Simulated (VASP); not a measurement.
Input of a VASP 6.6.1 run:

The input POSCAR:

```
WS
1.0
    3.1236202295      0.0000000000      0.0000000000
    0.0000000000      3.1236202295      0.0000000000
    0.0000000000      0.0000000000      3.1236202295
W S
1 1
Direct
    0.0000000000      0.0000000000      0.0000000000
    0.5000000000      0.5000000000      0.5000000000
```

INCAR.step1

```
SYSTEM = WS
ALGO = Normal ; EDIFF = 1E-4
ENCUT = 520 ; GGA = PE
ISMEAR = 0 ; ISPIN = 2
LASPH = .True. ; LCHARG = .False.
LDAU = .True. ; LDAUJ = 0 0
LDAUL = 2 -1 ; LDAUTYPE = 2
LDAUU = 6.2 0 ; LMAXMIX = 4
LREAL = .False. ; LWAVE = .True.
MAGMOM = 2.5 0 ; NBANDS = 21
NELM = 150 ; PREC = Accurate
SIGMA = 0.1
```

INCAR.step2

```
SYSTEM = WS
ALGO = Normal ; EDIFF = 1E-7
ENCUT = 520 ; ISIF = 2
ISMEAR = 0 ; ISPIN = 2
ISTART = 1 ; LASPH = .True.
LCHARG = .True. ; LDAU = .True.
LDAUJ = 0 0 ; LDAUL = 2 -1
LDAUPRINT = 1 ; LDAUTYPE = 2
LDAUU = 6.2 0 ; LELF = .True.
LMAXMIX = 4 ; LMIXTAU = .True.
LORBIT = 11 ; LREAL = .False.
LVHAR = .True. ; LWAVE = .False.
MAGMOM = 2.5 0 ; METAGGA = R2SCAN
NBANDS = 21 ; NELM = 150
PREC = Accurate ; SIGMA = 0.1
```

The input KPOINTS:

```
k-points
0
Gamma
  14 14 14
  0 0 0
```

Potentials or basis: VASP PAW PBE potentials, release 64 (W_sv, S).

The run is started by

```sh
$ cat potpaw_PBE.64/W_sv/POTCAR potpaw_PBE.64/S/POTCAR > POTCAR
$ cp INCAR.step1 INCAR
$ mpirun -np 1 vasp_std > vasp.out
$ cp INCAR.step2 INCAR
$ mpirun -np 1 vasp_std > vasp.out
```

**Question.** Estimate the net moment.

**Answer.** 1.85 μB per cell.

**Question.** Estimate the pressure.

**Answer.** -0.1 GPa.

Eigenvalues of the final occupation matrices:
```csv
site,spin,trace,eigenvalues
site 1 d,1,2.49,0.36 0.36 0.59 0.59 0.59
site 1 d,2,0.85,0.08 0.08 0.08 0.31 0.31
```

Caveat: the PAW data sets were made with another functional, which shifts forces and pressure a little; spin-orbit coupling is left out, which moves the levels of the heavy elements. The state reached can hang on the start; a lower one may exist.
